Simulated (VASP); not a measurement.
Set up this calculation in VASP 6.6.1, as the native input.

| Property | Result |
| --- | --- |
| Task | single point |
| Functional | PBEsol |
| Potentials or basis | VASP PAW PBE potentials, release 64 (Cd, S) |
| Cutoff | 520 eV |
| k mesh | 8 × 8 × 8 |
| Occupations | fermi-dirac, width 0.05 eV |
| Spin | no spin polarisation |
| Dipole correction | no |
| Further INCAR settings | ALGO = Normal; EDIFF = 1e-06; NBANDS = 16 |

The structure of CdS lies in POSCAR:

```
CdS
1.0
    0.0000000000      2.6987685558      2.6987685558
    2.6987685558      0.0000000000      2.6987685558
    2.6987685558      2.6987685558      0.0000000000
Cd S
1 1
Direct
    0.0000000000      0.0000000000      0.0000000000
    0.5000000000      0.5000000000      0.5000000000
```

The input as run:

INCAR

```
ALGO = Normal ; EDIFF = 1E-6
ENCUT = 520 ; GGA = PS
ISIF = 2 ; ISMEAR = -1
LASPH = T ; LCHARG = F
LREAL = F ; LWAVE = F
NBANDS = 16 ; NELM = 60
PREC = Accurate ; SIGMA = 0.05
```

KPOINTS

```
k-points
0
Gamma
  8 8 8
```

Potentials or basis: VASP PAW PBE potentials, release 64 (Cd, S).

Launch:

```bash
$ cat potpaw_PBE.64/Cd/POTCAR potpaw_PBE.64/S/POTCAR > POTCAR
$ mpirun -np 1 vasp_std > vasp.out
```

It gave:

```
Pressure : 0.5 GPa
```

Caveat: the PAW data sets were made with another functional, which shifts forces and pressure a little.

Run time: 24 s on 1 thread of Intel(R) Xeon(R) Platinum 8375C CPU @ 2.90GHz (Ice Lake) (shared host), peak memory 0.16 GiB.
